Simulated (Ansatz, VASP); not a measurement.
# One calculation of NaH, two programs

```
Na H
1.0
     0.08391    2.48143    2.48143
     2.48143    0.08391    2.48143
     2.48143    2.48143    0.08391
Na H
1 1
Direct
  0.00000 0.00000 0.00000
  0.50000 0.50000 0.50000
```

Change from the starting cell: shear_111 strain +5.2%.

Alike in both runs: task single point; functional r2SCAN; k mesh 10 × 10 × 10; no spin polarisation.

```csv
,VASP,Ansatz
version,VASP 6.6.1,Ansatz 0.2.0
potentials or method,"VASP PAW PBE potentials, release 64 (Na_pv, H)","plane waves, PAW"
plane-wave cutoff (eV),520,500
occupations,"gaussian, width 0.01 eV",fixed
valence electrons in the cell,8,10
```

```tsv
	VASP	Ansatz	Ansatz less VASP
gap on the k mesh at the Fermi level (eV)	4.02	4.01	-0.013
pressure (GPa)	-1.4	-1.1	+0.25
traceless stress, the component that is largest in VASP (GPa)	-0.87	-0.86	+0.010
```

VASP's potentials were made for PBE, not for r2SCAN. VASP's potentials hold 8 valence electrons a cell and Ansatz's 10, so a difference there can come from the potentials and not from the codes.
